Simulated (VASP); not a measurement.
# AlO2 (Cmcm) in VASP: further runs

Runs on AlO2. Level: PBE. Tasks: single point.

All numbers are computed with VASP 6.6.1; they aren't measurements. Logs are shortened: lines on timing, memory, paths and dates and some standing lists are left out, and cuts for length are marked.

### Step 1. The cell of the first run

The structure is orthorhombic, space group Cmcm (No. 63). Conventional cell: a = 2.936 Å, b = 10.660 Å, c = 3.597 Å, α = 90.00°, β = 90.00°, γ = 90.00°. Al (site symmetry m2m) has 6 O at 1.84 to 1.99 Å within 2.4 Å. O (site symmetry m2m) has 2 Al at 1.86 Å and 3 O at 2.22 to 2.48 Å within 2.5 Å. Within 2.4 Å of O (site symmetry m2m) lie 4 Al at 1.84 to 1.99 Å.

### Step 2. Single point, PBE

INCAR

```
SYSTEM = AlO2
PREC = Accurate ; ENCUT = 520
EDIFF = 1E-6 ; ISMEAR = -1
SIGMA = 0.05 ; LREAL = .FALSE.
LASPH = .TRUE. ; NELM = 60
ALGO = Normal ; ISIF = 2
LWAVE = .FALSE. ; LCHARG = .FALSE.
GGA = PE ; NBANDS = 24
```

KPOINTS

```
Automatic mesh
0
G
  9 9 7
  0 0 0
```

POSCAR

```
AlO2
1.0
    1.4680492372     -5.3298127921      0.0000000000
    1.4680492372      5.3298127921      0.0000000000
    0.0000000000      0.0000000000      3.5973274179
Al O
2 4
Direct
    0.6681330000      0.3318670000      0.7500000000
    0.3318670000      0.6681330000      0.2500000000
    0.0610720000      0.9389280000      0.7500000000
    0.9389280000      0.0610720000      0.2500000000
    0.2941840000      0.7058160000      0.7500000000
    0.7058160000      0.2941840000      0.2500000000
```

Potentials or basis: VASP PAW PBE potentials, release 64 (Al, O).

Launch:

```bash
$ cat potpaw_PBE.64/Al/POTCAR potpaw_PBE.64/O/POTCAR > POTCAR
$ mpirun -np 1 vasp_std > vasp.out
```

OUTCAR:

```text
SYSTEM = AlO2
   PREC = Accurate
   ENCUT = 520
   EDIFF = 1E-6
   ISMEAR = -1
   LREAL = .FALSE.
   LASPH = .TRUE.
   NELM = 60
   ISIF = 2
   GGA = PE

 ion  position               nearest neighbor table
   1  0.668  0.332  0.750-   6 1.84   6 1.84   3 1.86   3 1.86   5 1.99   5 1.99   2 2.90   2 2.90
                             2 2.90   2 2.90
   2  0.332  0.668  0.250-   5 1.84   5 1.84   4 1.86   4 1.86   6 1.99   6 1.99   1 2.90   1 2.90
                             1 2.90   1 2.90
   3  0.061  0.939  0.750-   1 1.86   1 1.86
   4  0.939  0.061  0.250-   2 1.86   2 1.86
   5  0.294  0.706  0.750-   2 1.84   2 1.84   1 1.99   1 1.99
   6  0.706  0.294  0.250-   1 1.84   1 1.84   2 1.99   2 1.99

  LATTYP: Found a base centered orthorhombic cell.
 ALAT       =     2.9360984744
 B/A-ratio  =     3.6305408954
 C/A-ratio  =     1.2252066643

  Lattice vectors:

 A1 = (   1.4680492372,  -5.3298127921,   0.0000000000)
 A2 = (   1.4680492372,   5.3298127921,   0.0000000000)
 A3 = (   0.0000000000,   0.0000000000,   3.5973274179)

Analysis of symmetry for initial positions (statically):
=====================================================================
 Subroutine PRICEL returns:
 Original cell was already a primitive cell.

 Routine SETGRP: Setting up the symmetry group for a
 base centered orthorhombic supercell.

 Subroutine GETGRP returns: Found  8 space group operations
 (whereof  4 operations were pure point group operations)
 out of a pool of  8 trial point group operations.

The static configuration has the point symmetry C_2h.
 The point group associated with its full space group is D_2h.

Analysis of symmetry for dynamics (positions and initial velocities):
=====================================================================
 Subroutine PRICEL returns:
 Original cell was already a primitive cell.

 Routine SETGRP: Setting up the symmetry group for a
 base centered orthorhombic supercell.

 Subroutine GETGRP returns: Found  8 space group operations
 (whereof  4 operations were pure point group operations)
 out of a pool of  8 trial point group operations.

The dynamic configuration has the point symmetry C_2h.
 The point group associated with its full space group is D_2h.

 Subroutine INISYM returns: Found  8 space group operations
 (whereof  4 operations are pure point group operations),
 and found     1 'primitive' translations

----------------------------------------------------------------------------------------

                                     Primitive cell

  volume of cell :      56.2941

  direct lattice vectors                    reciprocal lattice vectors
     1.468049237 -5.329812792  0.000000000     0.340588032 -0.093811925  0.000000000
     1.468049237  5.329812792  0.000000000     0.340588032  0.093811925  0.000000000
     0.000000000  0.000000000  3.597327418     0.000000000  0.000000000  0.277984149

  length of vectors
     5.528297474  5.528297474  3.597327418     0.353271687  0.353271687  0.277984149

  position of ions in fractional coordinates (direct lattice)
     0.668133000  0.331867000  0.750000000
     0.331867000  0.668133000  0.250000000
     0.061072000  0.938928000  0.750000000
     0.938928000  0.061072000  0.250000000
     0.294184000  0.705816000  0.750000000
     0.705816000  0.294184000  0.250000000

  ion indices of the primitive-cell ions
   primitive index   ion index
                 1           1
                 2           2
                 3           3
                 4           4
                 5           5
                 6           6

----------------------------------------------------------------------------------------

 KPOINTS: Automatic mesh

Automatic generation of k-mesh.
 Grid dimensions read from file:
 generate k-points for:    9    9    7

 Generating k-lattice:

  Cartesian coordinates                     Fractional coordinates (reciprocal lattice)
     0.037843115 -0.010423547  0.000000000     0.111111111  0.000000000  0.000000000
     0.037843115  0.010423547  0.000000000     0.000000000  0.111111111  0.000000000
     0.000000000  0.000000000  0.039712021     0.000000000  0.000000000  0.142857143

  Length of vectors
     0.039252410  0.039252410  0.039712021

  Shift w.r.t. Gamma in fractional coordinates (k-lattice)
     0.000000000  0.000000000  0.000000000

 Subroutine IBZKPT returns following result:
 ===========================================

 Found    100 irreducible k-points:

 Following reciprocal coordinates:
            Coordinates               Weight
  0.000000  0.000000  0.000000      1.000000
  0.111111 -0.000000  0.000000      4.000000
  0.222222  0.000000  0.000000      4.000000
  0.333333 -0.000000  0.000000      4.000000
  0.444444  0.000000  0.000000      4.000000
  0.111111  0.111111  0.000000      2.000000
[... 16 lines left out ...]
 -0.333333  0.333333  0.000000      2.000000
  0.444444  0.444444  0.000000      2.000000
 [... further k-points ...]
   k-points           NKPTS =    100   k-points in BZ     NKDIM =    100   number of bands    NBANDS=     24
   number of dos      NEDOS =    301   number of ions     NIONS =      6
   total plane-waves  NPLWV =  49392
   dimension x,y,z NGX =    42 NGY =   42 NGZ =   28
   dimension x,y,z NGXF=    84 NGYF=   84 NGZF=   56
   ions per type =               2   4
   NGX,Y,Z   is equivalent  to a cutoff of  12.63, 12.63, 12.94 a.u.
   NGXF,Y,Z  is equivalent  to a cutoff of  25.26, 25.26, 25.88 a.u.
 SYSTEM =  AlO2
   PREC   = accura    normal or accurate (medium, high low for compatibility)
   ISTART =      0    job   : 0-new  1-cont  2-samecut
   ICHARG =      2    charge: 1-file 2-atom 10-const
   ISPIN  =      1    spin polarized calculation?
   LNONCOLLINEAR =      F non collinear calculations
   LSORBIT =      F    spin-orbit coupling
   LASPH  =      T    aspherical Exc in radial PAW
   ENCUT  =  520.0 eV  38.22 Ry    6.18 a.u.  10.28 10.28  6.69*2*pi/ulx,y,z
   NELM   =     60;   NELMIN=  2; NELMDL= -5     # of ELM steps
   EDIFF  = 0.1E-05   stopping-criterion for ELM
   LREAL  =      F    real-space projection
[... 7 lines left out ...]
   TEBEG  =    0.0;   TEEND  =   0.0 temperature during run
   PSTRESS=    0.0 pullay stress
   NELECT =      30.0000    total number of electrons
   NUPDOWN=      -1.0000    fix difference up-down
   EMIN   =  10.00;   EMAX   =-10.00  energy-range for DOS
   EFERMI =   0.00;   METHOD = LEGACY
   ISMEAR =    -1;   SIGMA  =   0.05  broadening in eV -4-tet -1-fermi 0-gaus
   EFERMI_NEDOS =   21; number of points for ismear=-14 and -15
   IALGO  =     38    algorithm
   IMIX   =      4    mixing-type and parameters
     AMIX     =   0.40;   BMIX     =  1.00
     AMIX_MAG =   1.60;   BMIX_MAG =  1.00
  volume/ion in A,a.u.               =       9.38        63.32
  Fermi-wavevector in a.u.,A,eV,Ry     =   1.327275  2.508187 23.968842  1.761660
  Thomas-Fermi vector in A             =   2.456600
   LORBIT       =      0    0 simple, 1 ext, 2 COOP (PROOUT), +10 PAW based schemes
   GGA     = PE    functional components
   LHFCALC =     F    Hartree Fock is set to
   AEXX    =    0.0000 exact exchange contribution
   IVDW    =     0    specifies the selected vdW correction
   LEPSILON=     F    determine dielectric tensor
   LRPA    =     F    only Hartree local field effects (RPA)
 non-spin polarized calculation
  energy-cutoff  :      520.00
  volume of cell :       56.29
 maximum number of plane-waves:      1555
 NGX is ok and might be reduce to    42
   NGX = 21   NGY = 21   NGZ = 13

 number of electron      30.0000006 magnetization

 Free energy of the ion-electron system (eV)
  ---------------------------------------------------
  ext. energy  EPLUGINS =         0.00000000
  ---------------------------------------------------
  free energy    TOTEN  =       -39.56930759 eV

  energy without entropy =      -39.53142625  energy(sigma->0) =      -39.55036692

 E-fermi :   4.4975     XC(G=0): -10.9888

 val. band max:        4.4935268446   @ k =  -0.3333   0.2222   0.0000
 cond. band min:       4.4976780246   @ k =   0.2222   0.2222   0.1429
 fundamental gap:      0.0041511800
 Fermi energy:         4.4974744197

 k-point     1 :       0.0000    0.0000    0.0000
  band No.  band energies     occupation
      1     -15.2971      2.00000
      2     -13.0608      2.00000
      3     -12.3706      2.00000
      4     -12.0606      2.00000
      5      -1.8173      2.00000
      6      -0.1225      2.00000
[... 16 lines left out ...]
     23      19.6551      0.00000
     24      20.4251      0.00000

 k-point     2 :       0.1111   -0.0000    0.0000
  band No.  band energies     occupation
      1     -15.1820      2.00000
      2     -13.0565      2.00000
      3     -12.3117      2.00000
      4     -12.0881      2.00000
      5      -1.6894      2.00000
      6      -0.1893      2.00000
[... 16 lines left out ...]
     23      18.9958      0.00000
     24      19.1984      0.00000

 k-point     3 :       0.2222    0.0000    0.0000
  band No.  band energies     occupation
      1     -14.8520      2.00000
      2     -13.0320      2.00000
      3     -12.3302      2.00000
      4     -12.0419      2.00000
      5      -1.3152      2.00000
      6      -0.4204      2.00000
[... 16 lines left out ...]
     23      18.1105      0.00000
     24      18.3657      0.00000
[... 514 lines left out ...]
 k-point    23 :      -0.3333    0.3333    0.0000
  band No.  band energies     occupation
      1     -15.1488      2.00000
      2     -13.5980      2.00000
      3     -12.1350      2.00000
      4     -11.8898      2.00000
      5      -1.7344      2.00000
      6      -0.3143      2.00000
[... 16 lines left out ...]
     23      19.3225      0.00000
     24      20.3013      0.00000

 k-point    24 :       0.4444    0.4444    0.0000
  band No.  band energies     occupation
      1     -14.9775      2.00000
      2     -13.6856      2.00000
      3     -12.1683      2.00000
      4     -11.7888      2.00000
      5      -1.5811      2.00000
      6      -0.3441      2.00000
[... 16 lines left out ...]
     23      18.8440      0.00000
     24      20.0714      0.00000

 [... further k-points ...]
[... 5 lines left out ...]
  --------------------------------------------------------------------------------------
  -------------------------------------------------------------------------------------
  Total        2.2658186      1.6085966      3.0835717      0.0000000      0.0000000      0.0000000
  in kB       64.4871482     45.7820462     87.7611063      0.0000000      0.0000000      0.0000000
  external PRESSURE =      66.0101002 kB  Pullay stress =       0.0000000 kB

 VOLUME and BASIS-vectors are now :
 -----------------------------------------------------------------------------
  energy-cutoff  :      520.00
  volume of cell :       56.29
      direct lattice vectors                 reciprocal lattice vectors
     1.468049237 -5.329812792  0.000000000     0.340588032 -0.093811925  0.000000000
     1.468049237  5.329812792  0.000000000     0.340588032  0.093811925  0.000000000
     0.000000000  0.000000000  3.597327418     0.000000000  0.000000000  0.277984149

 POSITION                                       TOTAL-FORCE (eV/Angst)
 -----------------------------------------------------------------------------------
      1.46805     -1.79223      2.69800         0.000000      0.258715      0.000000
      1.46805      1.79223      0.89933         0.000000     -0.258715      0.000000
      1.46805      4.67881      2.69800         0.000000      1.089504     -0.000000
      1.46805     -4.67881      0.89933         0.000000     -1.089504     -0.000000
      1.46805      2.19392      2.69800         0.000000     -0.282109     -0.000000
      1.46805     -2.19392      0.89933         0.000000      0.282109     -0.000000
 -----------------------------------------------------------------------------------
    total drift:                               -0.000000     -0.000000     -0.000000

  FREE ENERGIE OF THE ION-ELECTRON SYSTEM (eV)
  ---------------------------------------------------
  free  energy   TOTEN  =       -39.5693075876 eV

  energy  without entropy=      -39.5314262504  energy(sigma->0) =      -39.55036692
```

Wall time 2.2 min (1 thread of Intel Xeon Platinum 8559C (Emerald Rapids), shared host); peak memory 0.26 GiB.

Results:

- Free energy: -39.5693 eV
- Pressure: 6.6 GPa
- Largest force: 1.090 eV/Å
- Band gap on the k mesh: zero (band 15 reaches 4.72 eV, above the bottom of band 16 at 4.31 eV)

Forces on the atoms (eV/Å):
```
Al   0.000  0.259  0.000
Al   0.000 -0.259  0.000
O    0.000  1.090  0.000
O    0.000 -1.090  0.000
O    0.000 -0.282  0.000
O    0.000  0.282  0.000
```

Stress tensor (GPa, compression positive):
```
6.45 0.00 0.00
0.00 4.58 0.00
0.00 0.00 8.78
```

Levels at points of the mesh, in eV from the Fermi level:
| k point | band 11 | band 12 | band 13 | band 14 | band 15 | band 16 | band 17 | band 18 | band 19 | band 20 |
| --- | --- | --- | --- | --- | --- | --- | --- | --- | --- | --- |
| (0.00, 0.00, 0.00) | -2.39 | -1.91 | -1.39 | -0.52 | 0.05 | 0.09 | 6.32 | 8.74 | 10.24 | 11.19 |

Caveat: forces of over 1 eV/Å act on the atoms, so gaps and moduli don't describe the material at rest.

### Step 3. Single point, PBE

This run uses another cell than the first one, of 9.58 Å³/atom, 1.021 times its volume.

INCAR

```
ALGO = Normal
EDIFF = 1E-6
ENCUT = 520
GGA = PE
ISIF = 2
ISMEAR = -1
LASPH = T
LCHARG = F
LREAL = F
LWAVE = F
NBANDS = 24
NELM = 80
PREC = Accurate
SIGMA = 0.05
```

KPOINTS

```
k-points
0
Gamma
  9 9 7
```

Changes to POSCAR since step 2:

```diff
@@ -2,5 +2,5 @@
 1.0
-    1.4680492372     -5.3298127921      0.0000000000
-    1.4680492372      5.3298127921      0.0000000000
-    0.0000000000      0.0000000000      3.5973274179
+    1.4781740346     -5.3665712833      0.0000000000
+    1.4781740346      5.3665712833      0.0000000000
+    0.0000000000      0.0000000000      3.6221373565
 Al O
```

Potentials or basis: VASP PAW PBE potentials, release 64 (Al, O).

Launch:

```bash
$ cat potpaw_PBE.64/Al/POTCAR potpaw_PBE.64/O/POTCAR > POTCAR
$ mpirun -np 1 vasp_std > vasp.out
```

Run time: 2 min. Hardware: 1 thread of Intel Xeon Platinum 8559C (Emerald Rapids), shared host; peak memory 0.27 GiB.

The run converged. Its results:

```yaml
Free_energy: -39.6041 eV
Pressure: 2.4 GPa
Largest_force: 0.888 eV/Å
Band_gap_on_the_k_mesh: zero (band 15 reaches 4.49 eV, above the bottom of band 16 at 4.08 eV)
```

Forces in eV/Å, atoms in the order of the input:
```
Al   0.000  0.234  0.000
Al   0.000 -0.234  0.000
O    0.000  0.888  0.000
O    0.000 -0.888  0.000
O    0.000 -0.175  0.000
O    0.000  0.175  0.000
```

Stress tensor (GPa, compression positive):
```
2.08 0.00 0.00
0.00 1.11 0.00
0.00 0.00 4.15
```

Levels at points of the mesh, in eV from the Fermi level:
```tsv
k point	band 12	band 13	band 14	band 15	band 16	band 17	band 18	band 19
(0.00, 0.00, 0.00)	-1.86	-1.37	-0.50	0.05	0.09	6.12	8.59	10.08
```
